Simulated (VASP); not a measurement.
Set up this calculation in VASP 6.6.1, as the native input.

```
Task                   : single point
Functional             : PBEsol
Potentials or basis    : VASP PAW PBE potentials, release 64 (Si, Ni)
Cutoff                 : 520 eV
k mesh                 : 10 × 10 × 8
Occupations            : gaussian, width 0.1 eV
Spin                   : no spin polarisation
Dipole correction      : no
Further INCAR settings : ALGO = Normal; EDIFF = 1e-06; NBANDS = 27
```

The structure of Si2Ni lies in POSCAR:

```
Si2Ni
1.0
    2.5878668324      2.5878668324      0.0000000000
   -2.5878668324      2.5878668324      0.0000000000
    0.0000000000      0.0000000000      5.5207825757
Si Ni
4 2
Direct
    0.0000000000      0.5000000000      0.7500000000
    0.5000000000      0.0000000000      0.7500000000
    0.5000000000      0.0000000000      0.2500000000
    0.0000000000      0.5000000000      0.2500000000
    0.0000000000      0.0000000000      0.0000000000
    0.5000000000      0.5000000000      0.5000000000
```

This cell differs from its parent crystal: biaxial strain in the a-b plane: -4.0 %.

One way to write it, as run:

INCAR

```
PREC = Accurate ; ENCUT = 520
EDIFF = 1E-6 ; ISMEAR = 0
SIGMA = 0.1 ; LREAL = False
LASPH = True ; NELM = 80
ALGO = Normal ; ISIF = 2
LWAVE = False ; LCHARG = False
GGA = PS ; NBANDS = 27
```

KPOINTS

```
Automatic mesh
0
Gamma
  10 10 8
```

Potentials or basis: VASP PAW PBE potentials, release 64 (Si, Ni).

Launch:

```bash
$ cat potpaw_PBE.64/Si/POTCAR potpaw_PBE.64/Ni/POTCAR > POTCAR
$ mpirun -np 1 vasp_std > vasp.out
```

Results of the run:

```yaml
Pressure: 10.3 GPa
Band_gap_on_the_k_mesh: zero (band 18 reaches 12.80 eV, above the bottom of band 19 at 10.87 eV)
```

Caveat: the cell differs from its parent crystal (biaxial strain in the a-b plane: -4.0 %); the PAW data sets were made with another functional, which shifts forces and pressure a little.

It took 2.5 min on 1 thread of Intel(R) Xeon(R) Platinum 8259CL CPU @ 2.50GHz (Skylake/Cascade Lake), on a shared host, peak memory 0.3 GiB.
